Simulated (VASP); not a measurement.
Input of a VASP 6.6.1 run:

The input INCAR:

```
SYSTEM = PbS
PREC     = Accurate       ! precision mode
ENCUT    = 520            ! plane-wave cutoff, eV
EDIFF    = 1E-6           ! SCF threshold, eV
ISMEAR   = 0              ! smearing method
SIGMA    = 0.02           ! smearing width, eV
LREAL    = .FALSE.        ! projectors in reciprocal space
LASPH    = .TRUE.         ! aspherical terms in the spheres
NELM     = 60             ! most SCF steps
ALGO     = Normal         ! electronic algorithm
ISIF     = 2              ! what is computed and relaxed
LWAVE    = .FALSE.        ! write WAVECAR
LCHARG   = .FALSE.        ! write CHGCAR
GGA      = PS             ! functional
NBANDS   = 39             ! bands
```

The input KPOINTS:

```
regular mesh
0
G
  6 6 6
  0 0 0
```

POSCAR

```
PbS
1.0
    2.4707688826      1.4264990795      8.6893291798
   -2.4707688826      1.4264990795      8.6893291798
    0.0000000000     -2.8529981589      8.6893291798
Pb S
3 3
Direct
    0.9849387615      0.9849387615      0.9849387615
    0.2115279497      0.2115279497      0.2115279497
    0.4338162252      0.4338162252      0.4338162252
    0.0904972663      0.0904972663      0.0904972663
    0.5437811265      0.5437811265      0.5437811265
    0.3187646709      0.3187646709      0.3187646709
```

Potentials or basis: VASP PAW PBE potentials, release 64 (Pb_d, S).

Run with:

```sh
$ cat potpaw_PBE.64/Pb_d/POTCAR potpaw_PBE.64/S/POTCAR > POTCAR
$ mpirun -np 1 vasp_std > vasp.out
```

(1) Estimate the largest force.

(2) Predict the pressure.

## Answers

(1) 0.003 eV/Å.

(2) 0.0 GPa.

Caveat: the PAW data sets were made with another functional, which shifts forces and pressure a little.
